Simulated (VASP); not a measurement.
Input of a VASP 6.6.1 run:

Contents of INCAR:

```
SYSTEM = Rh
  PREC = Accurate
  ENCUT = 520
  EDIFF = 1E-8
  ISMEAR = -1
  SIGMA = 0.08
  LREAL = .FALSE.
  LASPH = .TRUE.
  NELM = 100
  ALGO = Normal
  ISIF = 2
  LWAVE = .FALSE.
  LCHARG = .FALSE.
  GGA = PS
  LEFG = .TRUE.
  NBANDS = 14
```

File KPOINTS:

```
regular mesh
0
G
  16 16 16
  0 0 0
```

File POSCAR:

```
Rh
1.0
    0.0000000000      1.8635190000      1.9015500000
    1.8635190000      0.0000000000      1.9015500000
    1.8635190000      1.8635190000      0.0000000000
Rh
1
Direct
    0.0000000000      0.0000000000      0.0000000000
```

Potentials or basis: VASP PAW PBE potentials, release 64 (Rh_pv).

Run with:

```sh
$ cat potpaw_PBE.64/Rh_pv/POTCAR > POTCAR
$ mpirun -np 1 vasp_std > vasp.out
```

**Question.** Predict the pressure.

**Answer.** 7.2 GPa.

Stress tensor (GPa, compression positive):
```
9.05 0.00 0.00
0.00 9.05 0.00
0.00 0.00 3.47
```

Caveat: the cell differs from its parent crystal (equal xx and yy strain of -2 %); without QUAD_EFG the Cq values of the log hold for a quadrupole moment of 1 mb, not for the nuclei; the PAW data sets were made with another functional, which shifts forces and pressure a little.
